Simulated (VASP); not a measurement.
# W (P6/mmm) in VASP: further runs

W is run at these levels: PBE; tasks: single point.

Everything below comes from runs of VASP 6.6.1. Logs are shortened: lines on timing, memory, paths and dates and some standing lists are left out, and cuts for length are marked.

### Step 1. The cell of the first run

Symmetry: P6/mmm, No. 191, hexagonal system. Conventional cell: a = 4.809 Å, b = 4.809 Å, c = 2.677 Å, α = 90.00°, β = 90.00°, γ = 120.00°. Within 3.5 Å of W (site symmetry 6/mmm) lie 14 W at 2.68 to 3.08 Å. Within 3.5 Å of W (site symmetry -6m2) lie 11 W at 2.68 to 3.08 Å.

This isn't the form of W at room conditions, which is bcc.

### Step 2. Single point, PBE (17.87 Å³/atom)

INCAR reads:

```
SYSTEM = W
PREC = Accurate
ENCUT = 520
EDIFF = 1E-6
ISMEAR = -1
SIGMA = 0.1
LREAL = .FALSE.
LASPH = .TRUE.
NELM = 60
ALGO = Normal
ISIF = 2
LWAVE = .FALSE.
LCHARG = .TRUE.
GGA = PE
LELF = .TRUE.
LVHAR = .TRUE.
NBANDS = 28
```

KPOINTS reads:

```
regular mesh
0
G
  9 9 14
  0 0 0
```

POSCAR reads:

```
W
1.0
    4.8087104690      0.0000000000      0.0000000000
   -2.4043552345      4.1644654256      0.0000000000
    0.0000000000      0.0000000000      2.6774793899
W
3
Direct
    0.0000000000      1.0000000000      0.0000000000
    0.3333333333      0.6666666667      0.5000000000
    0.6666666667      0.3333333333      0.5000000000
```

Potentials or basis: VASP PAW PBE potentials, release 64 (W_sv).

The run is started by

```sh
cat potpaw_PBE.64/W_sv/POTCAR > POTCAR
mpirun -np 1 vasp_std > vasp.out
```

OUTCAR:

```text
SYSTEM = W
   PREC = Accurate
   ENCUT = 520
   EDIFF = 1E-6
   ISMEAR = -1
   LREAL = .FALSE.
   LASPH = .TRUE.
   NELM = 60
   ISIF = 2
   GGA = PE

 ion  position               nearest neighbor table
   1  0.000  0.000  0.000-   2 3.08   3 3.08   2 3.08   3 3.08   3 3.08   3 3.08   2 3.08   2 3.08
                             3 3.08   3 3.08   2 3.08   2 3.08
   2  0.333  0.667  0.500-   3 2.78   3 2.78   3 2.78   1 3.08   1 3.08   1 3.08   1 3.08   1 3.08
                             1 3.08
   3  0.667  0.333  0.500-   2 2.78   2 2.78   2 2.78   1 3.08   1 3.08   1 3.08   1 3.08   1 3.08
                             1 3.08

  LATTYP: Found a hexagonal cell.
 ALAT       =     4.8087104690
 C/A-ratio  =     0.5567977958

  Lattice vectors:

 A1 = (   4.8087104690,   0.0000000000,   0.0000000000)
 A2 = (  -2.4043552345,   4.1644654256,   0.0000000000)
 A3 = (   0.0000000000,   0.0000000000,   2.6774793899)

Analysis of symmetry for initial positions (statically):
=====================================================================
 Subroutine PRICEL returns:
 Original cell was already a primitive cell.

 Routine SETGRP: Setting up the symmetry group for a
 hexagonal supercell.

 Subroutine GETGRP returns: Found 24 space group operations
 (whereof 24 operations were pure point group operations)
 out of a pool of 24 trial point group operations.

The static configuration has the point symmetry D_6h.

Analysis of symmetry for dynamics (positions and initial velocities):
=====================================================================
 Subroutine PRICEL returns:
 Original cell was already a primitive cell.

 Routine SETGRP: Setting up the symmetry group for a
 hexagonal supercell.

 Subroutine GETGRP returns: Found 24 space group operations
 (whereof 24 operations were pure point group operations)
 out of a pool of 24 trial point group operations.

The dynamic configuration has the point symmetry D_6h.

 Subroutine INISYM returns: Found 24 space group operations
 (whereof 24 operations are pure point group operations),
 and found     1 'primitive' translations

----------------------------------------------------------------------------------------

                                     Primitive cell

  volume of cell :      53.6184

  direct lattice vectors                    reciprocal lattice vectors
     4.808710469  0.000000000  0.000000000     0.207955960  0.120063429  0.000000000
    -2.404355235  4.164465426  0.000000000     0.000000000  0.240126859  0.000000000
     0.000000000  0.000000000  2.677479390     0.000000000  0.000000000  0.373485601

  length of vectors
     4.808710469  4.808710469  2.677479390     0.240126859  0.240126859  0.373485601

  position of ions in fractional coordinates (direct lattice)
     0.000000000  0.000000000  0.000000000
     0.333333333  0.666666667  0.500000000
     0.666666667  0.333333333  0.500000000

  ion indices of the primitive-cell ions
   primitive index   ion index
                 1           1
                 2           2
                 3           3

----------------------------------------------------------------------------------------

 KPOINTS: regular mesh

Automatic generation of k-mesh.
 Grid dimensions read from file:
 generate k-points for:    9    9   14

 Generating k-lattice:

  Cartesian coordinates                     Fractional coordinates (reciprocal lattice)
     0.023106218  0.013340381  0.000000000     0.111111111  0.000000000  0.000000000
     0.000000000  0.026680762  0.000000000     0.000000000  0.111111111  0.000000000
     0.000000000  0.000000000  0.026677543     0.000000000  0.000000000  0.071428571

  Length of vectors
     0.026680762  0.026680762  0.026677543

  Shift w.r.t. Gamma in fractional coordinates (k-lattice)
     0.000000000  0.000000000  0.000000000

 Subroutine IBZKPT returns following result:
 ===========================================

 Found     96 irreducible k-points:

 Following reciprocal coordinates:
            Coordinates               Weight
  0.000000  0.000000  0.000000      1.000000
  0.111111  0.000000  0.000000      6.000000
  0.222222  0.000000  0.000000      6.000000
  0.333333  0.000000  0.000000      6.000000
  0.444444  0.000000  0.000000      6.000000
  0.111111  0.111111  0.000000      6.000000
[... 16 lines left out ...]
  0.333333  0.222222  0.071429     24.000000
  0.333333  0.333333  0.071429      4.000000
 [... further k-points ...]
   k-points           NKPTS =     96   k-points in BZ     NKDIM =     96   number of bands    NBANDS=     28
   number of dos      NEDOS =    301   number of ions     NIONS =      3
   total plane-waves  NPLWV =  25920
   dimension x,y,z NGX =    36 NGY =   36 NGZ =   20
   dimension x,y,z NGXF=    72 NGYF=   72 NGZF=   40
   ions per type =               3
   NGX,Y,Z   is equivalent  to a cutoff of  12.45, 12.45, 12.42 a.u.
   NGXF,Y,Z  is equivalent  to a cutoff of  24.89, 24.89, 24.84 a.u.
 SYSTEM =  W
   PREC   = accura    normal or accurate (medium, high low for compatibility)
   ISTART =      0    job   : 0-new  1-cont  2-samecut
   ICHARG =      2    charge: 1-file 2-atom 10-const
   ISPIN  =      1    spin polarized calculation?
   LNONCOLLINEAR =      F non collinear calculations
   LSORBIT =      F    spin-orbit coupling
   LASPH  =      T    aspherical Exc in radial PAW
   ENCUT  =  520.0 eV  38.22 Ry    6.18 a.u.   8.94  8.94  4.98*2*pi/ulx,y,z
   NELM   =     60;   NELMIN=  2; NELMDL= -5     # of ELM steps
   EDIFF  = 0.1E-05   stopping-criterion for ELM
   LREAL  =      F    real-space projection
   EDIFFG = 0.1E-04   stopping-criterion for IOM
   NSW    =      0    number of steps for IOM
   IBRION =     -1    ionic relax: 0-MD 1-quasi-New 2-CG
   NFREE  =      0    steps in history (QN), initial steepest desc. (CG)
   ISIF   =      2    stress and relaxation
   ISYM   =      2    0-nonsym 1-usesym 2-fastsym
   POTIM  = 0.5000    time-step for ionic-motion
   TEBEG  =    0.0;   TEEND  =   0.0 temperature during run
   PSTRESS=    0.0 pullay stress
   NELECT =      42.0000    total number of electrons
   NUPDOWN=      -1.0000    fix difference up-down
   EMIN   =  10.00;   EMAX   =-10.00  energy-range for DOS
   EFERMI =   0.00;   METHOD = LEGACY
   ISMEAR =    -1;   SIGMA  =   0.10  broadening in eV -4-tet -1-fermi 0-gaus
   EFERMI_NEDOS =   21; number of points for ismear=-14 and -15
   IALGO  =     38    algorithm
   IMIX   =      4    mixing-type and parameters
     AMIX     =   0.40;   BMIX     =  1.00
     AMIX_MAG =   1.60;   BMIX_MAG =  1.00
  volume/ion in A,a.u.               =      17.87       120.61
  Fermi-wavevector in a.u.,A,eV,Ry     =   1.509107  2.851798 30.985945  2.277403
  Thomas-Fermi vector in A             =   2.619473
   LORBIT       =      0    0 simple, 1 ext, 2 COOP (PROOUT), +10 PAW based schemes
   GGA     = PE    functional components
   LHFCALC =     F    Hartree Fock is set to
   AEXX    =    0.0000 exact exchange contribution
   IVDW    =     0    specifies the selected vdW correction
   LEPSILON=     F    determine dielectric tensor
   LRPA    =     F    only Hartree local field effects (RPA)
 non-spin polarized calculation
  energy-cutoff  :      520.00
  volume of cell :       53.62
 maximum number of plane-waves:      1462
 NGX is ok and might be reduce to    36
   NGX = 17   NGY = 17   NGZ =  9

 number of electron      41.9999998 magnetization

 Free energy of the ion-electron system (eV)
  ---------------------------------------------------
  ext. energy  EPLUGINS =         0.00000000
  ---------------------------------------------------
  free energy    TOTEN  =       -37.06452431 eV

  energy without entropy =      -36.93653579  energy(sigma->0) =      -37.00053005

 E-fermi :   9.5766     XC(G=0): -12.9474

 val. band max:        9.5745115987   @ k =   0.1111   0.1111   0.2857
 cond. band min:       9.5814868524   @ k =   0.3333   0.0000   0.2143
 fundamental gap:      0.0069752538
 Fermi energy:         9.5765981084

 k-point     1 :       0.0000    0.0000    0.0000
  band No.  band energies     occupation
      1     -64.5810      2.00000
      2     -64.3840      2.00000
      3     -64.3130      2.00000
      4     -28.8163      2.00000
      5     -28.8163      2.00000
      6     -28.8016      2.00000
[... 20 lines left out ...]
     27      14.3317      0.00000
     28      14.3317      0.00000

 k-point     2 :       0.1111    0.0000    0.0000
  band No.  band energies     occupation
      1     -64.5806      2.00000
      2     -64.3824      2.00000
      3     -64.3150      2.00000
      4     -28.8878      2.00000
      5     -28.8742      2.00000
      6     -28.7260      2.00000
[... 20 lines left out ...]
     27      14.0890      0.00000
     28      14.2953      0.00000

 k-point     3 :       0.2222    0.0000    0.0000
  band No.  band energies     occupation
      1     -64.5797      2.00000
      2     -64.3778      2.00000
      3     -64.3206      2.00000
      4     -28.9545      2.00000
      5     -28.8941      2.00000
      6     -28.6486      2.00000
[... 20 lines left out ...]
     27      13.4893      0.00000
     28      14.1840      0.00000

 k-point     4 :       0.3333    0.0000    0.0000
  band No.  band energies     occupation
      1     -64.5786      2.00000
      2     -64.3708      2.00000
      3     -64.3287      2.00000
      4     -29.0029      2.00000
      5     -28.8635      2.00000
      6     -28.5907      2.00000
[... 20 lines left out ...]
     27      13.1548      0.00000
     28      13.9937      0.00000

 k-point     5 :       0.4444    0.0000    0.0000
  band No.  band energies     occupation
      1     -64.5780      2.00000
      2     -64.3640      2.00000
      3     -64.3362      2.00000
      4     -29.0283      2.00000
      5     -28.7948      2.00000
      6     -28.6516      2.00000
[... 20 lines left out ...]
     27      13.3536      0.00000
     28      13.4671      0.00000

 k-point     6 :       0.1111    0.1111    0.0000
  band No.  band energies     occupation
      1     -64.5800      2.00000
      2     -64.3793      2.00000
      3     -64.3188      2.00000
      4     -28.9215      2.00000
      5     -28.9121      2.00000
      6     -28.6683      2.00000
[... 463 lines left out ...]
      5     -28.7772      2.00000
      6     -28.7137      2.00000
[... 20 lines left out ...]
     27      13.3873      0.00000
     28      13.5223      0.00000

 k-point    22 :       0.2222    0.2222    0.0714
  band No.  band energies     occupation
      1     -64.5744      2.00000
      2     -64.3626      2.00000
      3     -64.3298      2.00000
      4     -28.9340      2.00000
      5     -28.9079      2.00000
      6     -28.6540      2.00000
[... 20 lines left out ...]
     27      13.1437      0.00000
     28      13.6943      0.00000

 k-point    23 :       0.3333    0.2222    0.0714
  band No.  band energies     occupation
      1     -64.5740      2.00000
      2     -64.3549      2.00000
      3     -64.3380      2.00000
      4     -28.9381      2.00000
      5     -28.8438      2.00000
      6     -28.7424      2.00000
[... 20 lines left out ...]
     27      13.3105      0.00000
     28      13.5112      0.00000

 k-point    24 :       0.3333    0.3333    0.0714
  band No.  band energies     occupation
      1     -64.5738      2.00000
      2     -64.3465      2.00000
      3     -64.3465      2.00000
      4     -28.8611      2.00000
      5     -28.8417      2.00000
      6     -28.8417      2.00000
[... 20 lines left out ...]
     27      13.0064      0.00000
     28      13.5728      0.00000

 [... further k-points ...]

------------------------ aborting loop because EDIFF is reached ----------------------------------------

  FORCE on cell =-STRESS in cart. coord.  units (eV):
  Direction    XX          YY          ZZ          XY          YZ          ZX
  --------------------------------------------------------------------------------------
  -------------------------------------------------------------------------------------
  Total       -5.6061136     -5.6061136     -6.5474475      0.0000000     -0.0000000      0.0000000
  in kB     -167.5168326   -167.5168326   -195.6449232      0.0000000     -0.0000000      0.0000000
  external PRESSURE =    -176.8928628 kB  Pullay stress =       0.0000000 kB

 VOLUME and BASIS-vectors are now :
 -----------------------------------------------------------------------------
  energy-cutoff  :      520.00
  volume of cell :       53.62
      direct lattice vectors                 reciprocal lattice vectors
     4.808710469  0.000000000  0.000000000     0.207955960  0.120063429  0.000000000
    -2.404355235  4.164465426  0.000000000     0.000000000  0.240126859  0.000000000
     0.000000000  0.000000000  2.677479390     0.000000000  0.000000000  0.373485601

 POSITION                                       TOTAL-FORCE (eV/Angst)
 -----------------------------------------------------------------------------------
      0.00000      0.00000      0.00000        -0.000000      0.000000      0.000000
     -0.00000      2.77631      1.33874         0.000000      0.000000      0.000000
      2.40436      1.38816      1.33874        -0.000000      0.000000      0.000000
 -----------------------------------------------------------------------------------
    total drift:                                0.000000      0.000000     -0.000000

  FREE ENERGIE OF THE ION-ELECTRON SYSTEM (eV)
  ---------------------------------------------------
  free  energy   TOTEN  =       -37.0645243099 eV

  energy  without entropy=      -36.9365357875  energy(sigma->0) =      -37.00053005
```

Wall time 3.2 min (1 thread of Intel Xeon 8259CL, shared host); peak memory 0.24 GiB.

What came out:

| Property | Result |
| --- | --- |
| Free energy | -37.0645 eV |
| Pressure | -17.7 GPa |
| Band gap on the k mesh | zero (bands 21 and 22 overlap by 0.80 eV) |

Caveat: the cell stands under tension; spin-orbit coupling is left out, which moves the levels of the heavy elements.

### Step 3. Single point, PBE (18.53 Å³/atom)

This run uses another cell than the first one, of 18.53 Å³/atom.

INCAR reads:

```
PREC = Accurate ; ENCUT = 520
EDIFF = 1E-7 ; ISMEAR = -1
SIGMA = 0.1 ; LREAL = F
LASPH = T ; NELM = 100
ALGO = Normal ; ISIF = 2
LWAVE = F ; LCHARG = F
GGA = PE ; NBANDS = 28
```

KPOINTS reads:

```
Automatic mesh
0
Gamma
  9 9 14
```

POSCAR reads:

```
W
1.0
    4.8673590597      0.0000000000      0.0000000000
   -2.4336795299      4.2152565950      0.0000000000
    0.0000000000      0.0000000000      2.7101347959
W
3
Direct
    0.0000000000      1.0000000000      0.0000000000
    0.3333333333      0.6666666667      0.5000000000
    0.6666666667      0.3333333333      0.5000000000
```

Potentials or basis: VASP PAW PBE potentials, release 64 (W_sv).

The run is started by

```sh
cat potpaw_PBE.64/W_sv/POTCAR > POTCAR
mpirun -np 1 vasp_std > vasp.out
```

Run time: 3.5 min. Hardware: 1 thread of Intel Xeon 8259CL, shared host; peak memory 0.24 GiB.

Results (log left out):

| Quantity | Value |
| --- | --- |
| Free energy | -36.8036 eV |
| Pressure | -24.3 GPa |
| Band gap on the k mesh | zero (bands 21 and 22 overlap by 0.75 eV) |

Stress tensor (GPa, compression positive):
```
-23.17   0.00   0.00
  0.00 -23.17   0.00
  0.00   0.00 -26.64
```

Levels at points of the mesh, in eV from the Fermi level:
```csv
k point,band 18,band 19,band 20,band 21,band 22,band 23,band 24,band 25
"(0.00, 0.00, 0.00)",-2.18,-2.18,-1.94,-0.20,-0.20,1.90,1.90,1.96
"(0.00, 0.00, 0.50)",-2.52,-0.84,-0.84,0.18,0.18,2.69,2.69,3.42
```

Caveat: the cell stands under tension; spin-orbit coupling is left out, which moves the levels of the heavy elements.

The gap in the log of VASP goes by the Fermi energy; the results here count the filled bands.